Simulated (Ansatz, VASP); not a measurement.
## Two plane-wave programs on InP

```
In P
1.0
     0.00000    2.68706    2.72861
     2.68706    0.00000    2.72861
     2.68706    2.68706    0.00000
In P
1 1
Cartesian
  0.0000 0.0000 0.0000
  2.6871 2.6871 2.7286
```

Change from the starting cell: strain -0.030 along x and y, -0.015 along z, atoms carried along.

Alike in both runs: task single point; functional PBE; k mesh 18 × 18 × 18; occupations gaussian, width 0.15 eV; no spin polarisation.

|  | VASP | Ansatz |
| --- | --- | --- |
| version | VASP 6.6.1 | Ansatz 0.2.0 |
| potentials or method | VASP PAW PBE potentials, release 64 (In_d, P), cutoff 520 eV | scalar-relativistic, plane waves, PAW |
| valence electrons in the cell | 18 | 18 |

|  | VASP | Ansatz | Ansatz less VASP |
| --- | --- | --- | --- |
| gap on the k mesh at the Fermi level (eV) | none | none | - |
| pressure (GPa) | 6.7 | 6.8 | +0.04 |
| traceless stress, the component that is largest in VASP (GPa) | -1.49 | -1.50 | -0.008 |

A gap of «none» marks a metal or a gap that the smearing closes. The functional is the same, so the differences come from potentials, cutoffs and numerics.
